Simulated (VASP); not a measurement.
# BaMnAsF (P4/nmm) in VASP: relaxation of shape and atoms at fixed volume with PBE+U

Aim: the relaxation of shape and atoms at fixed volume of BaMnAsF with PBE+U.

Program: VASP 6.6.1. These are calculated values, not measurements. Logs are shortened: lines on timing, memory, paths and dates and some standing lists are left out, and cuts for length are marked.

**1. The cell of the first run**

The structure is tetragonal, space group P4/nmm (No. 129). The conventional cell has a = 4.392 Å, b = 4.392 Å, c = 9.746 Å, α = 90.00°, β = 90.00°, γ = 90.00°. Ba (site symmetry 4mm) has 4 F at 2.68 Å within 3.5 Å. Within 3.5 Å of Mn (site symmetry -4m2) lie 4 As at 2.69 Å and 4 Mn at 3.11 Å. As (site symmetry 4mm) has 4 Mn at 2.69 Å within 3.5 Å. F (site symmetry -4m2) has 4 Ba at 2.68 Å and 4 F at 3.11 Å within 3.5 Å.

**2. Relaxation of shape and atoms at fixed volume, PBE+U, collinear spin, antiferromagnetic start (volume scaled by 1.020)**

INCAR

```
  ALGO = Normal
  EDIFF = 1E-7
  EDIFFG = -0.01
  ENCUT = 600
  GGA = PE
  GGA_COMPAT = False
  IBRION = 2
  ISIF = 4
  ISMEAR = 0
  ISPIN = 2
  KPAR = 4
  LASPH = True
  LCHARG = False
  LDAU = True
  LDAUJ = 0 0 0 0
  LDAUL = -1 2 -1 -1
  LDAUPRINT = 1
  LDAUTYPE = 2
  LDAUU = 0 3.9 0 0
  LMAXMIX = 4
  LORBIT = 11
  LREAL = False
  LWAVE = False
  MAGMOM = 0 0 4.82 -4.82 0 0 0 0
  NELM = 200
  NELMIN = 4
  NSW = 60
  PREC = Accurate
  SIGMA = 0.05
```

KPOINTS

```
k-points
0
Gamma
  6 6 2
```

POSCAR

```
BaMnAsF
1.0
    4.3921090886      0.0000000000      0.0000000000
    0.0000000000      4.3921090886      0.0000000000
    0.0000000000      0.0000000000      9.7464944876
Ba Mn As F
2 2 2 2
Direct
    0.5000000000      0.0000000000      0.3424037118
    0.0000000000      0.5000000000      0.6575962882
    0.5000000000      0.5000000000      0.0000000000
    0.0000000000      0.0000000000      0.0000000000
    0.5000000000      0.0000000000      0.8410536100
    0.0000000000      0.5000000000      0.1589463900
    0.5000000000      0.5000000000      0.5000000000
    0.0000000000      0.0000000000      0.5000000000
```

Potentials or basis: VASP PAW PBE potentials, release 64 (Ba_sv, Mn_pv, As, F).

The run is started by

```console
cat potpaw_PBE.64/Ba_sv/POTCAR potpaw_PBE.64/Mn_pv/POTCAR potpaw_PBE.64/As/POTCAR potpaw_PBE.64/F/POTCAR > POTCAR
mpirun -np 4 vasp_std > vasp.out
```

OUTCAR:

```text
EDIFF = 1E-7
   EDIFFG = -0.01
   ENCUT = 600
   GGA = PE
   IBRION = 2
   ISIF = 4
   ISMEAR = 0
   ISPIN = 2
   LASPH = True
   LORBIT = 11
   LREAL = False
   NELM = 200
   NELMIN = 4
   NSW = 60
   PREC = Accurate

 ion  position               nearest neighbor table
   1  0.500  0.000  0.342-   7 2.68   8 2.68   7 2.68   8 2.68   6 3.58   6 3.58   6 3.58   6 3.58
                             2 4.37   2 4.37   2 4.37   2 4.37
   2  0.000  0.500  0.658-   7 2.68   8 2.68   8 2.68   7 2.68   5 3.58   5 3.58   5 3.58   5 3.58
                             1 4.37   1 4.37   1 4.37   1 4.37
   3  0.500  0.500  0.000-   5 2.69   6 2.69   5 2.69   6 2.69   4 3.11   4 3.11   4 3.11   4 3.11

   4  0.000  0.000  0.000-   5 2.69   6 2.69   6 2.69   5 2.69   3 3.11   3 3.11   3 3.11   3 3.11

   5  0.500  0.000  0.841-   3 2.69   4 2.69   3 2.69   4 2.69   2 3.58   2 3.58   2 3.58   2 3.58

   6  0.000  0.500  0.159-   3 2.69   4 2.69   4 2.69   3 2.69   1 3.58   1 3.58   1 3.58   1 3.58

   7  0.500  0.500  0.500-   1 2.68   2 2.68   1 2.68   2 2.68
   8  0.000  0.000  0.500-   1 2.68   2 2.68   2 2.68   1 2.68

  LATTYP: Found a simple tetragonal cell.
 ALAT       =     4.3921090886
 C/A-ratio  =     2.2190920788

  Lattice vectors:

 A1 = (   4.3921090886,   0.0000000000,   0.0000000000)
 A2 = (   0.0000000000,   4.3921090886,   0.0000000000)
 A3 = (   0.0000000000,   0.0000000000,   9.7464944876)

Analysis of symmetry for initial positions (statically):
=====================================================================
 Subroutine PRICEL returns:
 Original cell was already a primitive cell.

 Routine SETGRP: Setting up the symmetry group for a
 simple tetragonal supercell.

 Subroutine GETGRP returns: Found 16 space group operations
 (whereof  8 operations were pure point group operations)
 out of a pool of 16 trial point group operations.

The static configuration has the point symmetry D_2d.
 The point group associated with its full space group is D_4h.

Analysis of symmetry for dynamics (positions and initial velocities):
=====================================================================
 Subroutine PRICEL returns:
 Original cell was already a primitive cell.

 Routine SETGRP: Setting up the symmetry group for a
 simple tetragonal supercell.

 Subroutine GETGRP returns: Found 16 space group operations
 (whereof  8 operations were pure point group operations)
 out of a pool of 16 trial point group operations.

The dynamic configuration has the point symmetry D_2d.
 The point group associated with its full space group is D_4h.

Analysis of structural, dynamic, and magnetic symmetry:
=====================================================================
 Subroutine PRICEL returns:
 Original cell was already a primitive cell.

 Routine SETGRP: Setting up the symmetry group for a
 simple tetragonal supercell.

 Subroutine GETGRP returns: Found 16 space group operations
 (whereof  8 operations were pure point group operations)
 out of a pool of 16 trial point group operations.

The overall configuration has the point symmetry D_2d.
 The point group associated with its full space group is D_4h.

 Subroutine INISYM returns: Found 16 space group operations
 (whereof  8 operations are pure point group operations),
 and found     1 'primitive' translations

----------------------------------------------------------------------------------------
[... 159 lines left out ...]

  FORCE on cell =-STRESS in cart. coord.  units (eV):
  Direction    XX          YY          ZZ          XY          YZ          ZX
  --------------------------------------------------------------------------------------
  -------------------------------------------------------------------------------------
  Total       -0.7195969     -0.7195969     -0.5744337      0.0000000     -0.0000000      0.0000000
  in kB       -6.1320427     -6.1320427     -4.8950351      0.0000000     -0.0000000      0.0000000
  external PRESSURE =      -5.7197069 kB  Pullay stress =       0.0000000 kB
[... 159 lines left out ...]
--------------------------------------- Ionic step        5  -------------------------------------------

 number of electron      69.9999952 magnetization       0.0000000

atom =   3  type =  2  l = 2

 onsite density matrix

spin component  1

  0.9134 -0.0000  0.0000  0.0000  0.0000
 -0.0000  0.9222 -0.0000  0.0000 -0.0000
  0.0000 -0.0000  0.9225  0.0000 -0.0000
  0.0000  0.0000  0.0000  0.9222 -0.0000
  0.0000 -0.0000 -0.0000 -0.0000  0.9265

spin component  2

  0.0470  0.0000  0.0000 -0.0000  0.0000
  0.0000  0.0653 -0.0000  0.0000 -0.0000
  0.0000 -0.0000  0.0302  0.0000  0.0000
 -0.0000  0.0000  0.0000  0.0653  0.0000
  0.0000 -0.0000  0.0000  0.0000  0.0672

 occupancies and eigenvectors

  o =  0.0302  v =  0.0000  0.0000  0.0000  0.0000  0.0000  0.0000  0.0000 -1.0000  0.0000  0.0000      0.0000  0.0000  0.0000  0.0000  0.0000  0.0000  0.0000  0.0000  0.0000  0.0000
  o =  0.0470  v =  0.0000  0.0000  0.0000  0.0000  0.0000  1.0000  0.0000  0.0000  0.0000  0.0000      0.0000  0.0000  0.0000  0.0000  0.0000  0.0000  0.0000  0.0000  0.0000  0.0000
  o =  0.0653  v =  0.0000  0.0000  0.0000  0.0000  0.0000  0.0000 -1.0000 -0.0000  0.0000 -0.0000      0.0000  0.0000  0.0000  0.0000  0.0000  0.0000  0.0000  0.0000  0.0000  0.0000
  o =  0.0653  v =  0.0000  0.0000  0.0000  0.0000  0.0000  0.0000  0.0000  0.0000  1.0000  0.0000      0.0000  0.0000  0.0000  0.0000  0.0000  0.0000  0.0000  0.0000  0.0000  0.0000
  o =  0.0672  v =  0.0000  0.0000  0.0000  0.0000  0.0000  0.0000 -0.0000  0.0000  0.0000  1.0000      0.0000  0.0000  0.0000  0.0000  0.0000  0.0000  0.0000  0.0000  0.0000  0.0000
  o =  0.9134  v =  1.0000  0.0000  0.0000  0.0000  0.0000  0.0000  0.0000  0.0000  0.0000  0.0000      0.0000  0.0000  0.0000  0.0000  0.0000  0.0000  0.0000  0.0000  0.0000  0.0000
  o =  0.9222  v =  0.0000  0.0487 -0.0000  0.9988  0.0000  0.0000  0.0000  0.0000  0.0000  0.0000      0.0000  0.0000  0.0000  0.0000  0.0000  0.0000  0.0000  0.0000  0.0000  0.0000
  o =  0.9222  v =  0.0000  0.9988  0.0000 -0.0487  0.0000  0.0000  0.0000  0.0000  0.0000  0.0000      0.0000  0.0000  0.0000  0.0000  0.0000  0.0000  0.0000  0.0000  0.0000  0.0000
  o =  0.9225  v =  0.0000 -0.0000  1.0000  0.0000  0.0000  0.0000  0.0000  0.0000  0.0000  0.0000      0.0000  0.0000  0.0000  0.0000  0.0000  0.0000  0.0000  0.0000  0.0000  0.0000
  o =  0.9265  v =  0.0000 -0.0000 -0.0000 -0.0000  1.0000  0.0000  0.0000  0.0000  0.0000  0.0000      0.0000  0.0000  0.0000  0.0000  0.0000  0.0000  0.0000  0.0000  0.0000  0.0000

atom =   4  type =  2  l = 2

 onsite density matrix

spin component  1

  0.0470  0.0000  0.0000 -0.0000  0.0000
  0.0000  0.0653 -0.0000  0.0000  0.0000
  0.0000 -0.0000  0.0302 -0.0000 -0.0000
 -0.0000  0.0000 -0.0000  0.0653  0.0000
  0.0000  0.0000 -0.0000  0.0000  0.0672

spin component  2

  0.9134 -0.0000  0.0000  0.0000  0.0000
 -0.0000  0.9222  0.0000  0.0000 -0.0000
  0.0000  0.0000  0.9225 -0.0000  0.0000
  0.0000  0.0000 -0.0000  0.9222 -0.0000
  0.0000 -0.0000  0.0000 -0.0000  0.9265

 occupancies and eigenvectors

  o =  0.0302  v =  0.0000 -0.0000  1.0000  0.0000  0.0000  0.0000  0.0000  0.0000  0.0000  0.0000      0.0000  0.0000  0.0000  0.0000  0.0000  0.0000  0.0000  0.0000  0.0000  0.0000
  o =  0.0470  v =  1.0000  0.0000  0.0000  0.0000  0.0000  0.0000  0.0000  0.0000  0.0000  0.0000      0.0000  0.0000  0.0000  0.0000  0.0000  0.0000  0.0000  0.0000  0.0000  0.0000
  o =  0.0653  v =  0.0000 -1.0000 -0.0000 -0.0004  0.0000  0.0000  0.0000  0.0000  0.0000  0.0000      0.0000  0.0000  0.0000  0.0000  0.0000  0.0000  0.0000  0.0000  0.0000  0.0000
  o =  0.0653  v =  0.0000  0.0004  0.0000 -1.0000 -0.0000  0.0000  0.0000  0.0000  0.0000  0.0000      0.0000  0.0000  0.0000  0.0000  0.0000  0.0000  0.0000  0.0000  0.0000  0.0000
  o =  0.0672  v =  0.0000  0.0000 -0.0000 -0.0000  1.0000  0.0000  0.0000  0.0000  0.0000  0.0000      0.0000  0.0000  0.0000  0.0000  0.0000  0.0000  0.0000  0.0000  0.0000  0.0000
  o =  0.9134  v =  0.0000  0.0000  0.0000  0.0000  0.0000  1.0000  0.0000  0.0000  0.0000  0.0000      0.0000  0.0000  0.0000  0.0000  0.0000  0.0000  0.0000  0.0000  0.0000  0.0000
  o =  0.9222  v =  0.0000  0.0000  0.0000  0.0000  0.0000  0.0000  0.9915 -0.0000 -0.1300  0.0000      0.0000  0.0000  0.0000  0.0000  0.0000  0.0000  0.0000  0.0000  0.0000  0.0000
  o =  0.9222  v =  0.0000  0.0000  0.0000  0.0000  0.0000  0.0000 -0.1300 -0.0000 -0.9915 -0.0000      0.0000  0.0000  0.0000  0.0000  0.0000  0.0000  0.0000  0.0000  0.0000  0.0000
  o =  0.9225  v =  0.0000  0.0000  0.0000  0.0000  0.0000  0.0000 -0.0000 -1.0000  0.0000  0.0000      0.0000  0.0000  0.0000  0.0000  0.0000  0.0000  0.0000  0.0000  0.0000  0.0000
  o =  0.9265  v =  0.0000  0.0000  0.0000  0.0000  0.0000  0.0000 -0.0000  0.0000 -0.0000  1.0000      0.0000  0.0000  0.0000  0.0000  0.0000  0.0000  0.0000  0.0000  0.0000  0.0000

 number of electron      69.9999952 magnetization      -0.0000000

 Free energy of the ion-electron system (eV)
  ---------------------------------------------------
  ext. energy  EPLUGINS =         0.00000000
  ---------------------------------------------------
  free energy    TOTEN  =       -46.35115829 eV

  energy without entropy =      -46.35115829  energy(sigma->0) =      -46.35115829

 E-fermi :   3.4476     XC(G=0):  -9.3014

 val. band max:        3.1298614203   @ k =   0.0000   0.0000   0.0000
 cond. band min:       4.5004910063   @ k =   0.0000   0.0000   0.0000
 fundamental gap:      1.3706295860
 Fermi energy:         3.4475882488

 spin component 1

 k-point     1 :       0.0000    0.0000    0.0000
  band No.  band energies     occupation
      1     -47.2023      1.00000
      2     -47.1702      1.00000
      3     -47.1702      1.00000
      4     -42.5072      1.00000
      5     -42.4965      1.00000
      6     -42.4965      1.00000
[... 889 lines left out ...]
     41       7.1891      0.00000
     42       7.1891      0.00000
 Fermi energy:         3.4475882488

 spin component 2

 k-point     1 :       0.0000    0.0000    0.0000
  band No.  band energies     occupation
      1     -47.2023      1.00000
      2     -47.1702      1.00000
      3     -47.1702      1.00000
      4     -42.5072      1.00000
      5     -42.4965      1.00000
      6     -42.4965      1.00000
[... 924 lines left out ...]
  FREE ENERGIE OF THE ION-ELECTRON SYSTEM (eV)
  ---------------------------------------------------
  free  energy   TOTEN  =       -46.3511582885 eV

  energy  without entropy=      -46.3511582885  energy(sigma->0) =      -46.35115829

 reached required accuracy - stopping structural energy minimisation

 total charge

# of ion       s       p       d       tot
------------------------------------------
    1        2.001   5.624   0.234   7.860
    2        2.001   5.624   0.234   7.860
    3        0.273   6.208   4.864  11.345
    4        0.273   6.208   4.864  11.345
    5        1.204   1.589   0.015   2.808
    6        1.204   1.589   0.015   2.808
    7        1.731   4.358   0.000   6.089
    8        1.731   4.358   0.000   6.089
--------------------------------------------------
tot         10.418  35.558  10.227  56.203

 magnetization (x)

# of ion       s       p       d       tot
------------------------------------------
    1        0.000   0.000   0.000   0.000
    2        0.000   0.000   0.000   0.000
    3        0.052   0.055   4.322   4.430
    4       -0.052  -0.055  -4.322  -4.430
    5        0.000   0.000   0.000   0.000
    6        0.000   0.000   0.000   0.000
    7       -0.000  -0.001   0.000  -0.001
    8        0.000   0.001   0.000   0.001
--------------------------------------------------
tot         -0.000   0.000   0.000   0.000
```

It took 4.3 min on 4 MPI ranks of Intel Xeon 6975P-C (Granite Rapids), shared host; peak memory 0.61 GiB.

What came out:

| Quantity | Value |
| --- | --- |
| Free energy | -46.3512 eV |
| Energy gained by relaxing | 0.4 meV/atom |
| Ionic steps | 5 |
| Pressure after relaxing | -0.5 GPa |
| Largest force after relaxing | 0.007 eV/Å |
| Band gap on the k mesh | 1.37 eV, direct |
| Net moment | 0.00 μB per cell |
| Site moments | Ba +0.00; Mn +4.43, -4.43; As +0.00; F -0.00, +0.00 μB |
| Valence electrons inside the program's atomic spheres | Ba 7.86; Mn 11.35; As 2.81; F 6.09 |

Forces in eV/Å, atoms in the order of the input:
```
Ba   0.000  0.000 -0.007
Ba   0.000  0.000  0.007
Mn   0.000  0.000  0.000
Mn   0.000  0.000  0.000
As   0.000  0.000 -0.003
As   0.000  0.000  0.003
F    0.000  0.000  0.000
F    0.000  0.000  0.000
```

The path:
```tsv
step	energy change (eV)	largest force (eV/Å)	pressure (GPa)	volume (Å³)
1	0.0000	0.1258	-0.57	188.02
2	-0.0015	0.0892	-0.54	188.02
3	-0.0031	0.0188	-0.45	188.02
4	-0.0031	0.0189	-0.45	188.02
5	-0.0032	0.0068	-0.46	188.02
```

Final structure:
```
CELL_PARAMETERS angstrom
4.38633 0.00000 0.00000
0.00000 4.38633 0.00000
0.00000 0.00000 9.77219
ATOMIC_POSITIONS crystal
Ba 0.50000 0.00000 0.34168
Ba 0.00000 0.50000 0.65832
Mn 0.50000 0.50000 0.00000
Mn 0.00000 0.00000 0.00000
As 0.50000 0.00000 0.84327
As 0.00000 0.50000 0.15673
F 0.50000 0.50000 0.50000
F 0.00000 0.00000 0.50000
```

Eigenvalues of the final occupation matrices:
| site | spin | trace | eigenvalues |
| --- | --- | --- | --- |
| site 3 d | 1 | 4.61 | 0.91 0.92 0.92 0.92 0.93 |
| site 3 d | 2 | 0.27 | 0.03 0.05 0.07 0.07 0.07 |
| site 4 d | 1 | 0.27 | 0.03 0.05 0.07 0.07 0.07 |
| site 4 d | 2 | 4.61 | 0.91 0.92 0.92 0.92 0.93 |

Caveat: the cell differs from its parent crystal (volume scaled by 1.020); spin-orbit coupling is left out, which moves the levels of the heavy elements.
